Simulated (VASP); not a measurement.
# TiMoSe4 (P3m1) in VASP: a series of runs

Runs on TiMoSe4. Level: PBE. Tasks: single point, relaxation of cell and atoms.

All numbers are computed with VASP 6.6.1; they aren't measurements. Logs are shortened: lines on timing, memory, paths and dates and some standing lists are left out, and cuts for length are marked.

## Step 1: The cell of the first run

It takes space group P3m1 (No. 156, trigonal). Conventional cell: a = 3.407 Å, b = 3.407 Å, c = 14.530 Å, α = 90.00°, β = 90.00°, γ = 120.00°. Ti (site symmetry 3m) has 6 Se at 2.54 Å and 6 Ti at 3.41 Å within 3.5 Å. Within 3.5 Å of Mo (site symmetry 3m) lie 6 Se at 2.56 Å and 6 Mo at 3.41 Å. Se (site symmetry 3m) has 3 Ti at 2.54 Å and 6 Se at 3.41 Å within 3.5 Å. Within 3.5 Å of Se (site symmetry 3m) lie 3 Ti at 2.54 Å and 6 Se at 3.41 Å. Se (site symmetry 3m) has 3 Mo at 2.56 Å and 7 Se at 3.28 to 3.41 Å within 3.5 Å. Within 3.5 Å of Se (site symmetry 3m) lie 3 Mo at 2.56 Å and 7 Se at 3.28 to 3.41 Å.

## Step 2: Single point, PBE

File INCAR:

```
ALGO = Normal
EDIFF = 1E-6
ENCUT = 520
GGA = PE
ISIF = 2
ISMEAR = 0
LASPH = T
LCHARG = T
LELF = T
LREAL = F
LVHAR = T
LWAVE = F
NBANDS = 34
NELM = 60
PREC = Accurate
SIGMA = 0.1
```

File KPOINTS:

```
k-points
0
Gamma
  12 12 4
```

File POSCAR:

```
TiMoSe4
1.0
    3.4074630821      0.0000000000      0.0000000000
   -1.7037315411      2.9509495916      0.0000000000
    0.0000000000      0.0000000000     14.5301691172
Ti Mo Se
1 1 4
Direct
    0.0000000000      0.0000000000      0.0010359401
    0.3333333333      0.6666666667      0.4989725241
    0.3333333333      0.6666666667      0.1115674753
    0.6666666667      0.3333333333      0.8904877853
    0.0000000000      0.0000000000      0.3861284070
    0.0000000000      0.0000000000      0.6118078683
```

Potentials or basis: VASP PAW PBE potentials, release 64 (Ti_sv, Mo_sv, Se).

Started as:

```console
cat potpaw_PBE.64/Ti_sv/POTCAR potpaw_PBE.64/Mo_sv/POTCAR potpaw_PBE.64/Se/POTCAR > POTCAR
mpirun -np 1 vasp_std > vasp.out
```

OUTCAR:

```text
EDIFF = 1E-6
   ENCUT = 520
   GGA = PE
   ISIF = 2
   ISMEAR = 0
   LASPH = T
   LREAL = F
   NELM = 60
   PREC = Accurate

 ion  position               nearest neighbor table
   1  0.000  0.000  0.001-   3 2.54   3 2.54   3 2.54   4 2.54   4 2.54   4 2.54
   2  0.333  0.667  0.499-   6 2.56   6 2.56   6 2.56   5 2.56   5 2.56   5 2.56
   3  0.333  0.667  0.112-   1 2.54   1 2.54   1 2.54
   4  0.667  0.333  0.890-   1 2.54   1 2.54   1 2.54
   5  0.000  0.000  0.386-   2 2.56   2 2.56   2 2.56
   6  0.000  0.000  0.612-   2 2.56   2 2.56   2 2.56

  LATTYP: Found a hexagonal cell.
 ALAT       =     3.4074630821
 C/A-ratio  =     4.2642190883

  Lattice vectors:

 A1 = (   3.4074630821,   0.0000000000,   0.0000000000)
 A2 = (  -1.7037315411,   2.9509495916,   0.0000000000)
 A3 = (   0.0000000000,   0.0000000000,  14.5301691172)

Analysis of symmetry for initial positions (statically):
=====================================================================
 Subroutine PRICEL returns:
 Original cell was already a primitive cell.

 Routine SETGRP: Setting up the symmetry group for a
 hexagonal supercell.

 Subroutine GETGRP returns: Found  6 space group operations
 (whereof  6 operations were pure point group operations)
 out of a pool of 24 trial point group operations.

The static configuration has the point symmetry C_3v.

Analysis of symmetry for dynamics (positions and initial velocities):
=====================================================================
 Subroutine PRICEL returns:
 Original cell was already a primitive cell.

 Routine SETGRP: Setting up the symmetry group for a
 hexagonal supercell.

 Subroutine GETGRP returns: Found  6 space group operations
 (whereof  6 operations were pure point group operations)
 out of a pool of 24 trial point group operations.

The dynamic configuration has the point symmetry C_3v.

 Subroutine INISYM returns: Found  6 space group operations
 (whereof  6 operations are pure point group operations),
 and found     1 'primitive' translations

----------------------------------------------------------------------------------------

                                     Primitive cell

  volume of cell :     146.1045

  direct lattice vectors                    reciprocal lattice vectors
     3.407463082  0.000000000  0.000000000     0.293473466  0.169436984  0.000000000
    -1.703731541  2.950949592  0.000000000     0.000000000  0.338873969  0.000000000
     0.000000000  0.000000000 14.530169117     0.000000000  0.000000000  0.068822324

  length of vectors
     3.407463082  3.407463082 14.530169117     0.338873969  0.338873969  0.068822324

  position of ions in fractional coordinates (direct lattice)
     0.000000000  0.000000000  0.001035940
     0.333333333  0.666666667  0.498972524
     0.333333333  0.666666667  0.111567475
     0.666666667  0.333333333  0.890487785
     0.000000000  0.000000000  0.386128407
     0.000000000  0.000000000  0.611807868

  ion indices of the primitive-cell ions
   primitive index   ion index
                 1           1
                 2           2
                 3           3
                 4           4
                 5           5
                 6           6

----------------------------------------------------------------------------------------

 KPOINTS: k-points

Automatic generation of k-mesh.
 Grid dimensions read from file:
 generate k-points for:   12   12    4

 Generating k-lattice:

  Cartesian coordinates                     Fractional coordinates (reciprocal lattice)
     0.024456122  0.014119749  0.000000000     0.083333333  0.000000000  0.000000000
     0.000000000  0.028239497  0.000000000     0.000000000  0.083333333  0.000000000
     0.000000000  0.000000000  0.017205581     0.000000000  0.000000000  0.250000000

  Length of vectors
     0.028239497  0.028239497  0.017205581

  Shift w.r.t. Gamma in fractional coordinates (k-lattice)
     0.000000000  0.000000000  0.000000000

 Subroutine IBZKPT returns following result:
 ===========================================

 Found     69 irreducible k-points:

 Following reciprocal coordinates:
            Coordinates               Weight
  0.000000  0.000000  0.000000      1.000000
  0.083333 -0.000000  0.000000      6.000000
  0.166667 -0.000000  0.000000      6.000000
  0.250000 -0.000000  0.000000      6.000000
  0.333333  0.000000  0.000000      6.000000
  0.416667 -0.000000  0.000000      6.000000
[... 16 lines left out ...]
  0.166667 -0.000000  0.250000      6.000000
  0.000000  0.166667  0.250000      6.000000
 [... further k-points ...]
   k-points           NKPTS =     69   k-points in BZ     NKDIM =     69   number of bands    NBANDS=     34
   number of dos      NEDOS =    301   number of ions     NIONS =      6
   total plane-waves  NPLWV =  84672
   dimension x,y,z NGX =    28 NGY =   28 NGZ =  108
   dimension x,y,z NGXF=    56 NGYF=   56 NGZF=  216
   ions per type =               1   1   4
   NGX,Y,Z   is equivalent  to a cutoff of  13.66, 13.66, 12.36 a.u.
   NGXF,Y,Z  is equivalent  to a cutoff of  27.32, 27.32, 24.71 a.u.
 SYSTEM =  unknown system
   PREC   = accura    normal or accurate (medium, high low for compatibility)
   ISTART =      0    job   : 0-new  1-cont  2-samecut
   ICHARG =      2    charge: 1-file 2-atom 10-const
   ISPIN  =      1    spin polarized calculation?
   LNONCOLLINEAR =      F non collinear calculations
   LSORBIT =      F    spin-orbit coupling
   LASPH  =      T    aspherical Exc in radial PAW
   ENCUT  =  520.0 eV  38.22 Ry    6.18 a.u.   6.34  6.34 27.02*2*pi/ulx,y,z
   NELM   =     60;   NELMIN=  2; NELMDL= -5     # of ELM steps
   EDIFF  = 0.1E-05   stopping-criterion for ELM
   LREAL  =      F    real-space projection
[... 7 lines left out ...]
   TEBEG  =    0.0;   TEEND  =   0.0 temperature during run
   PSTRESS=    0.0 pullay stress
   NELECT =      50.0000    total number of electrons
   NUPDOWN=      -1.0000    fix difference up-down
   EMIN   =  10.00;   EMAX   =-10.00  energy-range for DOS
   EFERMI =   0.00;   METHOD = LEGACY
   ISMEAR =     0;   SIGMA  =   0.10  broadening in eV -4-tet -1-fermi 0-gaus
   EFERMI_NEDOS =   21; number of points for ismear=-14 and -15
   IALGO  =     38    algorithm
   IMIX   =      4    mixing-type and parameters
     AMIX     =   0.40;   BMIX     =  1.00
     AMIX_MAG =   1.60;   BMIX_MAG =  1.00
  volume/ion in A,a.u.               =      24.35       164.33
  Fermi-wavevector in a.u.,A,eV,Ry     =   1.145101  2.163926 17.840711  1.311255
  Thomas-Fermi vector in A             =   2.281790
   LORBIT       =      0    0 simple, 1 ext, 2 COOP (PROOUT), +10 PAW based schemes
   GGA     = PE    functional components
   LHFCALC =     F    Hartree Fock is set to
   AEXX    =    0.0000 exact exchange contribution
   IVDW    =     0    specifies the selected vdW correction
   LEPSILON=     F    determine dielectric tensor
   LRPA    =     F    only Hartree local field effects (RPA)
 non-spin polarized calculation
 Gauss-broadening in eV      SIGMA  =   0.10
  energy-cutoff  :      520.00
  volume of cell :      146.10
 maximum number of plane-waves:      3970
 NGX is ok and might be reduce to    28
   NGX = 13   NGY = 13   NGZ = 55

 number of electron      49.9999998 magnetization

 Free energy of the ion-electron system (eV)
  ---------------------------------------------------
  ext. energy  EPLUGINS =         0.00000000
  ---------------------------------------------------
  free energy    TOTEN  =       -38.07657500 eV

  energy without entropy =      -38.07286082  energy(sigma->0) =      -38.07471791

 E-fermi :   3.9557     XC(G=0):  -9.3366

 val. band max:        3.8984143972   @ k =   0.4167  -0.0000   0.0000
 cond. band min:       4.0394654565   @ k =   0.0000   0.3333   0.2500
 fundamental gap:      0.1410510593
 Fermi energy:         3.9556583535

 k-point     1 :       0.0000    0.0000    0.0000
  band No.  band energies     occupation
      1     -57.1734      2.00000
      2     -53.4084      2.00000
      3     -31.2666      2.00000
      4     -31.1858      2.00000
      5     -31.1858      2.00000
      6     -29.6426      2.00000
[... 26 lines left out ...]
     33       7.6971      0.00000
     34       7.6972      0.00000

 k-point     2 :       0.0833   -0.0000    0.0000
  band No.  band energies     occupation
      1     -57.1724      2.00000
      2     -53.4076      2.00000
      3     -31.2640      2.00000
      4     -31.1982      2.00000
      5     -31.1887      2.00000
      6     -29.6407      2.00000
[... 26 lines left out ...]
     33       7.2968      0.00000
     34       7.6185      0.00000

 k-point     3 :       0.1667   -0.0000    0.0000
  band No.  band energies     occupation
      1     -57.1697      2.00000
      2     -53.4053      2.00000
      3     -31.2571      2.00000
      4     -31.2320      2.00000
      5     -31.1965      2.00000
      6     -29.6502      2.00000
[... 26 lines left out ...]
     33       6.8242      0.00000
     34       7.4862      0.00000
[... 704 lines left out ...]
 k-point    23 :       0.1667   -0.0000    0.2500
  band No.  band energies     occupation
      1     -57.1697      2.00000
      2     -53.4053      2.00000
      3     -31.2571      2.00000
      4     -31.2320      2.00000
      5     -31.1965      2.00000
      6     -29.6502      2.00000
[... 26 lines left out ...]
     33       6.8241      0.00000
     34       7.4862      0.00000

 k-point    24 :       0.0000    0.1667    0.2500
  band No.  band energies     occupation
      1     -57.1697      2.00000
      2     -53.4053      2.00000
      3     -31.2571      2.00000
      4     -31.2320      2.00000
      5     -31.1965      2.00000
      6     -29.6502      2.00000
[... 26 lines left out ...]
     33       6.8249      0.00000
     34       7.4859      0.00000

 [... further k-points ...]

------------------------ aborting loop because EDIFF is reached ----------------------------------------

  FORCE on cell =-STRESS in cart. coord.  units (eV):
  Direction    XX          YY          ZZ          XY          YZ          ZX
  --------------------------------------------------------------------------------------
  -------------------------------------------------------------------------------------
  Total        0.1275102      0.1275102      0.1875587     -0.0000000     -0.0000000     -0.0000000
  in kB        1.3982722      1.3982722      2.0567622     -0.0000000     -0.0000000     -0.0000000
  external PRESSURE =       1.6177689 kB  Pullay stress =       0.0000000 kB

 VOLUME and BASIS-vectors are now :
 -----------------------------------------------------------------------------
  energy-cutoff  :      520.00
  volume of cell :      146.10
      direct lattice vectors                 reciprocal lattice vectors
     3.407463082  0.000000000  0.000000000     0.293473466  0.169436984  0.000000000
    -1.703731541  2.950949592  0.000000000     0.000000000  0.338873969  0.000000000
     0.000000000  0.000000000 14.530169117     0.000000000  0.000000000  0.068822324

 POSITION                                       TOTAL-FORCE (eV/Angst)
 -----------------------------------------------------------------------------------
      0.00000      0.00000      0.01505         0.000000      0.000000      0.000364
     -0.00000      1.96730      7.25016        -0.000000     -0.000000      0.000584
     -0.00000      1.96730      1.62109        -0.000000      0.000000      0.020698
      1.70373      0.98365     12.93894         0.000000      0.000000     -0.021103
      0.00000      0.00000      5.61051        -0.000000      0.000000     -0.033454
      0.00000      0.00000      8.88967        -0.000000      0.000000      0.032910
 -----------------------------------------------------------------------------------
    total drift:                                0.000000     -0.000000     -0.000368

  FREE ENERGIE OF THE ION-ELECTRON SYSTEM (eV)
  ---------------------------------------------------
  free  energy   TOTEN  =       -38.0765749998 eV

  energy  without entropy=      -38.0728608214  energy(sigma->0) =      -38.07471791
```

Wall time 4.3 min (1 thread of Intel Xeon 6975P-C (Granite Rapids), shared host); peak memory 0.49 GiB.

Results:

- Free energy: -38.0766 eV
- Pressure: 0.2 GPa
- Largest force: 0.033 eV/Å
- Band gap on the k mesh: zero (bands 25 and 26 overlap by 0.81 eV)

Forces in eV/Å, atoms in the order of the input:
```
Ti   0.000  0.000  0.000
Mo   0.000  0.000  0.001
Se   0.000  0.000  0.021
Se   0.000  0.000 -0.021
Se   0.000  0.000 -0.033
Se   0.000  0.000  0.033
```

Levels at points of the mesh, in eV from the Fermi level:
```csv
k point,band 22,band 23,band 24,band 25,band 26,band 27,band 28,band 29
"(0.00, 0.00, 0.00)",-1.18,-0.24,0.69,0.69,0.80,0.90,0.90,2.40
"(0.50, 0.00, 0.00)",-1.84,-1.12,-0.84,-0.73,-0.11,1.40,1.74,1.83
"(0.00, 0.00, 0.50)",-1.54,-0.11,0.69,0.69,0.80,0.90,0.90,2.40
"(0.50, 0.00, 0.50)",-1.82,-1.12,-0.84,-0.74,-0.11,1.40,1.74,1.83
```

Caveat: this functional lacks dispersion, which binds the layers, so the pressure and a relaxed spacing across them are unreliable.

## Step 3: Relaxation of cell and atoms, PBE, collinear spin

This run uses another cell than the first one, of 23.09 Å³/atom.

File INCAR:

```
PREC     = Accurate       # precision mode
ENCUT    = 600            # plane-wave cutoff, eV
EDIFF    = 1E-6           # SCF threshold, eV
ISMEAR   = 0              # smearing method
SIGMA    = 0.15           # smearing width, eV
LREAL    = F              # projectors in reciprocal space
LASPH    = T              # aspherical terms in the spheres
NELM     = 150            # most SCF steps
ALGO     = Normal         # electronic algorithm
ISIF     = 3              # what is computed and relaxed
LWAVE    = F              # write WAVECAR
LCHARG   = F              # write CHGCAR
ISPIN    = 2              # spin polarisation
MAGMOM   = 1 1 0 0 0 0    # initial moments
LORBIT   = 11             # projections on sites
LMAXMIX  = 4              # l up to which the mixer works
GGA      = PE             # functional
IBRION   = 2              # ionic algorithm
NSW      = 36             # ionic steps
EDIFFG   = -0.08          # ionic threshold
```

File KPOINTS:

```
regular mesh
0
Gamma
  4 4 1
```

File POSCAR:

```
TiMoSe4
1.0
    3.4200000000      0.0000000000      0.0000000000
   -1.7100000000      2.9618068800      0.0000000000
    0.0000000000      0.0000000000     13.6800000000
Ti Mo Se
1 1 4
Direct
    0.0000000000      0.0000000000      0.0000000000
    0.3333333300      0.6666666700      0.5000000000
    0.3333333300      0.6666666700      0.1130000000
    0.6666666700      0.3333333300      0.8870000000
    0.0000000000      0.0000000000      0.3780000000
    0.0000000000      0.0000000000      0.6220000000
```

Potentials or basis: VASP PAW PBE potentials, release 64 (Ti_sv, Mo_sv, Se).

Started as:

```console
cat potpaw_PBE.64/Ti_sv/POTCAR potpaw_PBE.64/Mo_sv/POTCAR potpaw_PBE.64/Se/POTCAR > POTCAR
mpirun -np 1 vasp_std > vasp.out
```

It took 3 min on 1 thread of AMD EPYC 9R45 (Zen 5), shared host; peak memory 0.33 GiB.

The run converged. Its results:

| Property | Result |
| --- | --- |
| Free energy | -38.0562 eV |
| Relaxed volume | 23.12 Å³/atom |
| Relaxed cell | a = 3.407 Å, b = 3.407 Å, c = 13.804 Å, α = 90.00°, β = 90.00°, γ = 120.00° |
| Space group after relaxing (to 0.1 Å) | P3m1 (No. 156) |
| Energy gained by relaxing | 10.6 meV/atom |
| Ionic steps | 5 |
| Pressure after relaxing | 0.1 GPa |
| Largest force after relaxing | 0.031 eV/Å |
| Band gap on the k mesh | zero (filled and empty bands overlap) |
| Net moment | 0.00 μB per cell |
| Valence electrons inside the program's atomic spheres | Ti 10.21; Mo 12.31; Se 3.87, 3.84 (each value once) |

Forces on the atoms (eV/Å):
```
Ti   0.000  0.000  0.000
Mo   0.000  0.000 -0.004
Se   0.000  0.000 -0.025
Se   0.000  0.000  0.031
Se   0.000  0.000  0.019
Se   0.000  0.000 -0.022
```

Stress tensor (GPa, compression positive):
```
0.00 0.00 0.00
0.00 0.00 0.00
0.00 0.00 0.21
```

Step by step:
| step | energy change (eV) | largest force (eV/Å) | pressure (GPa) | volume (Å³) |
| --- | --- | --- | --- | --- |
| 1 | 0.0000 | 0.7234 | 0.27 | 138.57 |
| 2 | -0.0537 | 0.3121 | -0.47 | 139.36 |
| 3 | -0.0598 | 0.2226 | -0.77 | 139.73 |
| 4 | -0.0566 | 0.2643 | 1.21 | 137.45 |
| 5 | -0.0637 | 0.0312 | 0.07 | 138.74 |

Final structure:
```
CELL_PARAMETERS angstrom
3.40679 0.00000 0.00000
-1.70339 2.95036 0.00000
0.00000 0.00000 13.80372
ATOMIC_POSITIONS crystal
Ti 0.00000 0.00000 0.00004
Mo 0.33333 0.66667 0.49999
Se 0.33333 0.66667 0.11681
Se 0.66667 0.33333 0.88320
Se 0.00000 0.00000 0.38106
Se 0.00000 0.00000 0.61890
```

Levels at points of the mesh, in eV from the Fermi level:
Spin up:
```csv
k point,band 22,band 23,band 24,band 25,band 26,band 27,band 28,band 29
"(0.00, 0.00, 0.00)",-0.86,-0.21,0.78,0.78,0.90,0.98,0.98,2.44
"(0.50, 0.00, 0.00)",-1.79,-1.08,-0.80,-0.65,-0.05,1.44,1.83,1.87
```
Spin down:
```csv
k point,band 22,band 23,band 24,band 25,band 26,band 27,band 28,band 29
"(0.00, 0.00, 0.00)",-0.86,-0.21,0.78,0.78,0.90,0.98,0.98,2.44
"(0.50, 0.00, 0.00)",-1.79,-1.08,-0.80,-0.65,-0.05,1.44,1.83,1.87
```

Caveat: the k points lie up to 0.53 Å⁻¹ apart in the final cell, too coarse for converged energies and pressures of a metal; this functional lacks dispersion, which binds the layers, so the pressure and a relaxed spacing across them are unreliable.
